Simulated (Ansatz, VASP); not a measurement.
# Two plane-wave programs on ZnO

```
CELL_PARAMETERS angstrom
3.26628 0.00000 0.00000
-1.63314 2.82868 0.00000
0.00000 0.00000 5.24352
ATOMIC_POSITIONS crystal
Zn 0.00000 0.00000 0.75000
Zn 0.00000 0.00000 0.25000
O 0.33333 0.66667 0.25000
O 0.66667 0.33333 0.75000
```

Change from the starting cell: strain -0.1500 x Voigt [0, 0, 1, 0, 0, 0], atoms carried along.

Alike in both runs: task single point; functional PBE; dispersion D3(BJ); k mesh 12 × 12 × 6; occupations gaussian, width 0.05 eV; no spin polarisation.

|  | VASP | Ansatz |
| --- | --- | --- |
| version | VASP 6.6.1 | Ansatz 0.2.0 |
| potentials or method | VASP PAW PBE potentials, release 64 (Zn, O), cutoff 520 eV | scalar-relativistic, plane waves, PAW |
| valence electrons in the cell | 36 | 36 |

Ansatz gave:

| Property | Result |
| --- | --- |
| gap on the k mesh at the Fermi level (eV) | 0.71 |
| least direct gap on the mesh (eV) | 0.71 |
| pressure (GPa) | 4.2 |
| traceless stress, the component that is largest in VASP (GPa) | 5.88 |

**Question.** Which values does VASP return?

**Answer.** gap on the k mesh at the Fermi level (eV): 0.72; least direct gap on the mesh (eV): 0.72; pressure (GPa): 5.4; traceless stress, the component that is largest in VASP (GPa): 4.70.
